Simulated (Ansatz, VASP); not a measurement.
## One calculation of Nb2Si2O, two programs

The input INCAR:

```
PREC     = Accurate       # precision mode
ENCUT    = 600            # plane-wave cutoff, eV
EDIFF    = 1E-6           # SCF threshold, eV
ISMEAR   = 0              # smearing method
SIGMA    = 0.1            # smearing width, eV
LREAL    = F              # projectors in reciprocal space
LASPH    = T              # aspherical terms in the spheres
NELM     = 80             # most SCF steps
ALGO     = Normal         # electronic algorithm
ISIF     = 3              # what is computed and relaxed
LWAVE    = F              # write WAVECAR
LCHARG   = F              # write CHGCAR
GGA      = PE             # functional
IBRION   = 2              # ionic algorithm
NSW      = 90             # ionic steps
EDIFFG   = -0.04          # ionic threshold
```

File KPOINTS:

```
Automatic mesh
0
Gamma
  4 4 4
```

Contents of POSCAR:

```
Nb2Si2O
1.0
    3.0102314000     -3.0853509500      0.0000000000
    3.0102314000      3.0853509500      0.0000000000
    0.0000000000      0.0000000000      3.8446376200
Nb Si O
2 2 1
Direct
    0.0000000000      0.5000000000      0.0000000000
    0.5000000000      0.0000000000      0.0000000000
    0.0000000000      0.0000000000      0.5000000000
    0.5000000000      0.5000000000      0.5000000000
    0.5000000000      0.5000000000      0.0000000000
```

Input for Ansatz:

```yaml
crystal:
  lattice:
    - [3.0102314, -3.08535095, 0.0]
    - [3.0102314, 3.08535095, 0.0]
    - [0.0, 0.0, 3.84463762]
  atoms:
    - { symbol: Nb, position: [0.0, 0.5, 0.0] }
    - { symbol: Nb, position: [0.5, 0.0, 0.0] }
    - { symbol: Si, position: [0.0, 0.0, 0.5] }
    - { symbol: Si, position: [0.5, 0.5, 0.5] }
    - { symbol: O, position: [0.5, 0.5, 0.0] }
basis:
  ecutwfc: 420
kpoints:
  mp_grid: { grid: [4, 4, 4] }
hamiltonian:
  xc: pbe
scf:
  occupations: { method: gaussian, width: 0.1 }
  lower_state_search: "off"
output:
  forces: true
  stress: true
  eigenvalues: true
relax:
  adjacent_minimum: "off"
  f_tol: 0.04
  max_steps: 70
  cell: { stress_tol: 0.4 }
```

Alike in both runs: task relaxation of cell and atoms; functional PBE; k mesh 4 × 4 × 4; occupations gaussian, width 0.1 eV; no spin polarisation.

```csv
,VASP,Ansatz
version,VASP 6.6.1,Ansatz 0.2.0
potentials or method,"VASP PAW PBE potentials, release 64 (Nb_sv, Si, O), cutoff 600 eV","scalar-relativistic, plane waves, PAW"
valence electrons in the cell,40,40
```

Ansatz gave:

```
gap on the k mesh at the Fermi level, each at its own relaxed structure (eV) : none
relaxed volume (Å³/atom)                                                     : 14.07
relaxed cell length with the largest relative difference (Å)                 : 3.648
```

What did VASP give for the same quantities?

gap on the k mesh at the Fermi level, each at its own relaxed structure (eV): none; relaxed volume (Å³/atom): 14.08; relaxed cell length with the largest relative difference (Å): 3.655.

A gap of «none» marks a metal or a gap that the smearing closes.

The k mesh is coarse, so the values compare programs but aren't converged.
